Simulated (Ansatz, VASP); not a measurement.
# Two plane-wave programs on KCdCO3F

INCAR

```
ALGO = Normal ; EDIFF = 1E-7
EDIFFG = -0.02 ; ENCUT = 520
GGA = PE ; IBRION = 2
ISIF = 2 ; ISMEAR = -1
LASPH = T ; LCHARG = F
LREAL = F ; LWAVE = F
NELM = 100 ; NSW = 80
PREC = Accurate ; SIGMA = 0.02
```

Contents of KPOINTS:

```
k-points
0
Gamma
  5 5 5
```

POSCAR

```
KCdCO3F
1.0
    5.1324000000      0.0000000000      0.0000000000
   -2.5662000000      4.4447887824      0.0000000000
    0.0000000000      0.0000000000      4.4324000000
K Cd C O F
1 1 1 3 1
Direct
    0.0000000000      0.0000000000      0.0000000000
    0.6666666667      0.3333333333      0.5000000000
    0.3333333333      0.6666666667      0.5000000000
    0.1925000000      0.3850000000      0.5000000000
    0.1925000000      0.8075000000      0.5000000000
    0.6150000000      0.8075000000      0.5000000000
    0.6666666667      0.3333333333      0.0000000000
```

Input for Ansatz:

```yaml
crystal:
  lattice:
    - [5.1324, 0.0, 0.0]
    - [-2.5662, 4.4447887824, 0.0]
    - [0.0, 0.0, 4.4324]
  atoms:
    - { symbol: K, position: [0.0, 0.0, 0.0] }
    - { symbol: Cd, position: [0.6666666667, 0.3333333333, 0.5] }
    - { symbol: C, position: [0.3333333333, 0.6666666667, 0.5] }
    - { symbol: O, position: [0.1925, 0.385, 0.5] }
    - { symbol: O, position: [0.1925, 0.8075, 0.5] }
    - { symbol: O, position: [0.615, 0.8075, 0.5] }
    - { symbol: F, position: [0.6666666667, 0.3333333333, 0.0] }
kpoints:
  mp_grid: { grid: [5, 5, 5] }
scf:
  occupations: { method: fermi_dirac, width: 0.02 }
hamiltonian:
  xc: pbe
  pseudopotentials: { kind: paw }
output:
  forces: true
  stress: true
  populations: true
  efg:
    quadrupole_moments_barn: { K: 0.0603, O: -0.02558 }
    contact_densities: true
  write_density: true
  write_potential: true
  elf: true
  volumetric_format: npy
relax:
  f_tol: 0.02
  max_steps: 60
```

Alike in both runs: task relaxation of the atoms; functional PBE; k mesh 5 × 5 × 5; occupations fermi-dirac, width 0.02 eV; no spin polarisation.

|  | VASP | Ansatz |
| --- | --- | --- |
| version | VASP 6.6.1 | Ansatz 0.2.0 |
| potentials or method | VASP PAW PBE potentials, release 64 (K_sv, Cd, C, O, F) | plane-wave PAW, scalar-relativistic |
| plane-wave cutoff (eV) | 520 | 420 |
| valence electrons in the cell | 50 | 58 |

```csv
,VASP,Ansatz,Ansatz less VASP
"gap on the k mesh at the Fermi level, each at its own relaxed structure (eV)",1.82,1.83,+0.017
```

VASP's potentials hold 50 valence electrons a cell and Ansatz's 58, so a difference there can come from the potentials and not from the codes. Ansatz's warnings: stress scf threshold loose.

Noted on VASP's run: the standard files for N, O and F lose accuracy on very short bonds.
